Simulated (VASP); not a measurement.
# CoPdO2 (R-3m) in VASP: single point with PBEsol+U

Aim: the single point of CoPdO2 with PBEsol+U.

Everything below comes from runs of VASP 6.6.1. Logs are shortened: lines on timing, memory, paths and dates and some standing lists are left out, and cuts for length are marked.

**1. The cell of the first run**

The structure is trigonal, space group R-3m (No. 166). The conventional cell has a = 2.845 Å, b = 2.845 Å, c = 17.880 Å, α = 90.00°, β = 90.00°, γ = 120.00°. Co (site symmetry -3m) has 6 O at 1.91 Å within 2.5 Å. Within 2.7 Å of Pd (site symmetry -3m) lie 2 O at 2.01 Å. O (site symmetry 3m) has 3 Co at 1.91 Å and 1 Pd at 2.01 Å and 3 O at 2.55 Å within 2.6 Å.

**2. Single point, PBEsol+U, collinear spin**

Contents of INCAR:

```
SYSTEM = CoPdO2
PREC = Accurate ; ENCUT = 520
EDIFF = 1E-6 ; ISMEAR = 0
SIGMA = 0.05 ; LREAL = .False.
LASPH = .True. ; NELM = 150
ALGO = Normal ; ISIF = 2
LWAVE = .False. ; LCHARG = .True.
ISPIN = 2 ; MAGMOM = 2.26 0.21 -0.15 -0.15
LORBIT = 11 ; LMAXMIX = 4
LDAU = .True. ; LDAUTYPE = 2
LDAUL = 2 2 -1 ; LDAUU = 6 6 0
LDAUJ = 0 0 0 ; LDAUPRINT = 1
GGA = PS ; LELF = .True.
LVHAR = .True. ; NBANDS = 28
```

Contents of KPOINTS:

```
Automatic mesh
0
Gamma
  8 8 8
  0 0 0
```

Contents of POSCAR:

```
CoPdO2
1.0
    1.4224998100      0.8212806500      5.9600012600
   -1.4224998100      0.8212806500      5.9600012600
    0.0000000000     -1.6425613000      5.9600012600
Co Pd O
1 1 2
Direct
    0.5000000000      0.5000000000      0.5000000000
    0.0000000000      0.0000000000      0.0000000000
    0.1121500000      0.1121500000      0.1121500000
    0.8878500000      0.8878500000      0.8878500000
```

Potentials or basis: VASP PAW PBE potentials, release 64 (Co, Pd, O).

Command:

```
$ cat potpaw_PBE.64/Co/POTCAR potpaw_PBE.64/Pd/POTCAR potpaw_PBE.64/O/POTCAR > POTCAR
$ mpirun -np 1 vasp_std > vasp.out
```

OUTCAR:

```text
SYSTEM = CoPdO2
   PREC = Accurate
   ENCUT = 520
   EDIFF = 1E-6
   ISMEAR = 0
   LREAL = .False.
   LASPH = .True.
   NELM = 150
   ISIF = 2
   ISPIN = 2
   LORBIT = 11
   GGA = PS

 ion  position               nearest neighbor table
   1  0.500  0.500  0.500-   3 1.91   3 1.91   4 1.91   4 1.91   3 1.91   4 1.91
   2  0.000  0.000  0.000-   3 2.01   4 2.01
   3  0.112  0.112  0.112-   1 1.91   1 1.91   1 1.91   2 2.01
   4  0.888  0.888  0.888-   1 1.91   1 1.91   1 1.91   2 2.01

  LATTYP: Found a trigonal (rhomboedric) cell.
 ALAT       =     6.1822020862
 COS(alpha) =     0.8941116852

  Lattice vectors:

 A1 = (   1.4224998100,   0.8212806500,   5.9600012600)
 A2 = (  -1.4224998100,   0.8212806500,   5.9600012600)
 A3 = (   0.0000000000,  -1.6425613000,   5.9600012600)

Analysis of symmetry for initial positions (statically):
=====================================================================
 Subroutine PRICEL returns:
 Original cell was already a primitive cell.

 Routine SETGRP: Setting up the symmetry group for a
 trigonal (rhombohedral) supercell.

 Subroutine GETGRP returns: Found 12 space group operations
 (whereof 12 operations were pure point group operations)
 out of a pool of 12 trial point group operations.

The static configuration has the point symmetry D_3d.

Analysis of symmetry for dynamics (positions and initial velocities):
=====================================================================
 Subroutine PRICEL returns:
 Original cell was already a primitive cell.

 Routine SETGRP: Setting up the symmetry group for a
 trigonal (rhombohedral) supercell.

 Subroutine GETGRP returns: Found 12 space group operations
 (whereof 12 operations were pure point group operations)
 out of a pool of 12 trial point group operations.

The dynamic configuration has the point symmetry D_3d.

[... 217 lines left out ...]
  o =  0.9618  v =  0.0000  0.0000  0.0000  0.0000  0.0000  0.0000  0.0794  0.0000  0.0000  0.9968      0.0000  0.0000  0.0000  0.0000  0.0000  0.0000  0.0000  0.0000  0.0000  0.0000
  o =  0.9661  v =  1.0000  0.0000 -0.0000 -0.0043 -0.0000  0.0000  0.0000  0.0000  0.0000  0.0000      0.0000  0.0000  0.0000  0.0000  0.0000  0.0000  0.0000  0.0000  0.0000  0.0000
  o =  0.9661  v = -0.0000  0.0043 -0.0000  0.0000 -1.0000  0.0000  0.0000  0.0000  0.0000  0.0000      0.0000  0.0000  0.0000  0.0000  0.0000  0.0000  0.0000  0.0000  0.0000  0.0000
  o =  0.9877  v =  0.0000  0.0000  0.0000  0.0000  0.0000  0.0794  0.0000 -0.0000 -0.9968 -0.0000      0.0000  0.0000  0.0000  0.0000  0.0000  0.0000  0.0000  0.0000  0.0000  0.0000
  o =  0.9877  v =  0.0000  0.0000  0.0000  0.0000  0.0000 -0.0000  0.9968 -0.0000  0.0000 -0.0794      0.0000  0.0000  0.0000  0.0000  0.0000  0.0000  0.0000  0.0000  0.0000  0.0000
  o =  1.0058  v = -0.0043 -0.0000  0.0000 -1.0000 -0.0000  0.0000  0.0000  0.0000  0.0000  0.0000      0.0000  0.0000  0.0000  0.0000  0.0000  0.0000  0.0000  0.0000  0.0000  0.0000
  o =  1.0058  v =  0.0000 -1.0000 -0.0000  0.0000 -0.0043  0.0000  0.0000  0.0000  0.0000  0.0000      0.0000  0.0000  0.0000  0.0000  0.0000  0.0000  0.0000  0.0000  0.0000  0.0000

 number of electron      30.9999997 magnetization       4.0946373

 Free energy of the ion-electron system (eV)
  ---------------------------------------------------
  ext. energy  EPLUGINS =         0.00000000
  ---------------------------------------------------
  free energy    TOTEN  =       -20.98037565 eV

  energy without entropy =      -20.97928760  energy(sigma->0) =      -20.97983162

 E-fermi :   7.2005     XC(G=0): -12.5715

 val. band max:        7.1553966998   @ k =   0.5000   0.3750   0.1250
 cond. band min:       7.2079337408   @ k =  -0.3750   0.3750   0.2500
 fundamental gap:      0.0525370410
 Fermi energy:         7.2005209230

 spin component 1

 k-point     1 :       0.0000    0.0000    0.0000
  band No.  band energies     occupation
      1     -13.5485      1.00000
      2     -11.4559      1.00000
      3      -3.1190      1.00000
      4      -3.1190      1.00000
      5      -2.2392      1.00000
      6      -0.8534      1.00000
[... 1433 lines left out ...]
     26      25.7523      0.00000
     27      26.1312      0.00000

 [... further k-points ...]

 [bands above 27 left out]

------------------------ aborting loop because EDIFF is reached ----------------------------------------

  FORCE on cell =-STRESS in cart. coord.  units (eV):
  Direction    XX          YY          ZZ          XY          YZ          ZX
  --------------------------------------------------------------------------------------
  -------------------------------------------------------------------------------------
  Total        2.7587396      2.7587396     -0.6514223      0.0000000      0.0000000      0.0000000
  in kB      105.7985907    105.7985912    -24.9822651      0.0000000      0.0000000      0.0000000
  external PRESSURE =      62.2049723 kB  Pullay stress =       0.0000000 kB

 VOLUME and BASIS-vectors are now :
 -----------------------------------------------------------------------------
  energy-cutoff  :      520.00
  volume of cell :       41.78
      direct lattice vectors                 reciprocal lattice vectors
     1.422499810  0.821280650  5.960001260     0.351493896  0.202935095  0.055928400
    -1.422499810  0.821280650  5.960001260    -0.351493896  0.202935095  0.055928400
     0.000000000 -1.642561300  5.960001260     0.000000000 -0.405870190  0.055928400

 POSITION                                       TOTAL-FORCE (eV/Angst)
 -----------------------------------------------------------------------------------
      0.00000      0.00000      8.94000        -0.000000      0.000000      0.000000
      0.00000      0.00000      0.00000         0.000000     -0.000000      0.000000
      0.00000      0.00000      2.00524        -0.000000     -0.000000     -1.665575
      0.00000      0.00000     15.87476        -0.000000     -0.000000      1.665575
 -----------------------------------------------------------------------------------
    total drift:                               -0.000000     -0.000000      0.000000

  FREE ENERGIE OF THE ION-ELECTRON SYSTEM (eV)
  ---------------------------------------------------
  free  energy   TOTEN  =       -20.9803756504 eV

  energy  without entropy=      -20.9792875970  energy(sigma->0) =      -20.97983162

 total charge

# of ion       s       p       d       tot
------------------------------------------
    1        0.451   0.713   7.100   8.264
    2        0.412   0.405   8.989   9.806
    3        1.555   3.490   0.000   5.044
    4        1.555   3.490   0.000   5.044
--------------------------------------------------
tot          3.973   8.097  16.089  28.159

 magnetization (x)

# of ion       s       p       d       tot
------------------------------------------
    1        0.014   0.023   3.247   3.283
    2        0.004   0.012   0.185   0.201
    3        0.018   0.275   0.000   0.293
    4        0.018   0.275   0.000   0.293
--------------------------------------------------
tot          0.054   0.584   3.432   4.070
```

Run time: 21 min. Hardware: 1 thread of Intel Xeon Platinum 8259CL at 2.50GHz (Skylake/Cascade Lake), shared host; peak memory 0.48 GiB.

What came out:

```
Free energy                                           : -20.9804 eV
Pressure                                              : 6.2 GPa
Largest force                                         : 1.666 eV/Å
Net moment                                            : 4.09 μB per cell
Site moments                                          : Co +3.28; Pd +0.20; O +0.29 μB
Valence electrons inside the program's atomic spheres : Co 8.26; Pd 9.81; O 5.04
```

Forces on the atoms (eV/Å):
```
Co   0.000  0.000  0.000
Pd   0.000  0.000  0.000
O    0.000  0.000 -1.666
O    0.000  0.000  1.666
```

Levels at points of the mesh, in eV from the Fermi level:
Spin up:
```tsv
k point	band 16	band 17	band 18	band 19	band 20	band 21
(0.00, 0.00, 0.00)	-2.50	-0.68	-0.68	2.96	6.78	8.86
(0.50, 0.00, 0.00)	-1.81	-1.18	0.73	4.32	8.20	10.16
(0.50, 0.50, 0.00)	-1.81	-0.59	1.21	4.44	8.99	9.61
(0.50, 0.50, 0.50)	-1.61	-1.19	-1.19	4.48	5.35	8.93
```
Spin down:
```tsv
k point	band 9	band 10	band 11	band 12	band 13	band 14	band 15	band 16	band 17	band 18
(0.00, 0.00, 0.00)	-3.11	-3.02	-2.97	-2.97	-1.83	-1.83	1.04	1.04	2.78	2.78
(0.50, 0.00, 0.00)	-4.46	-3.25	-2.79	-2.16	-1.69	0.86	1.22	1.60	2.05	3.13
(0.50, 0.50, 0.00)	-3.72	-3.53	-3.39	-2.93	-1.69	0.18	0.93	1.81	2.77	3.28
(0.50, 0.50, 0.50)	-3.89	-3.80	-3.80	-2.46	-1.06	-1.06	1.03	1.03	2.57	2.57
```

Eigenvalues of the final occupation matrices:
```csv
site,spin,trace,eigenvalues
site 1 d,1,5.20,0.99 1.00 1.00 1.11 1.11
site 1 d,2,1.94,0.08 0.08 0.40 0.40 0.98
site 2 d,1,4.62,0.67 0.97 0.97 1.01 1.01
site 2 d,2,4.43,0.53 0.96 0.96 0.99 0.99
```

Caveat: the stress differs along the axes, from -2 to 11 GPa; the PAW data sets were made with another functional, which shifts forces and pressure a little; a cell with one magnetic atom can't hold antiferromagnetic order, which such compounds often take.
